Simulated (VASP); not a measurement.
The system is CsCl.

```xyz
2
Lattice="4.1368 0.0000 0.0000 0.0000 4.1368 0.0000 0.0000 0.0000 4.1368" Properties=species:S:1:pos:R:3 pbc="T T T"
Cs    0.0000    0.0000    0.0000
Cl    2.0684    2.0684    2.0684
```

Base run:

```yaml
Program: VASP 6.6.1
Functional: r2SCAN
Potentials_or_basis: VASP PAW PBE potentials, release 64 (Cs_sv, Cl)
Cutoff: 550 eV
k_mesh: 4 × 4 × 4
Occupations: gaussian, width 0.01 eV
Spin: no spin polarisation
```

Its results: band gap on the k mesh 5.91 eV; pressure 0.1 GPa.

Q: The run is repeated on the same cell with these changes: functional from r2SCAN to PBE-based screened hybrid with 15 % exact exchange; cutoff from 550 eV to 400 eV. What comes out?

A: Band gap on the k mesh 6.21 eV; pressure 0.6 GPa.

Caveats: the PAW data sets were made with another functional, which shifts forces and pressure a little; spin-orbit coupling is left out, which moves the levels of the heavy elements.

A k mesh can miss the band edges.
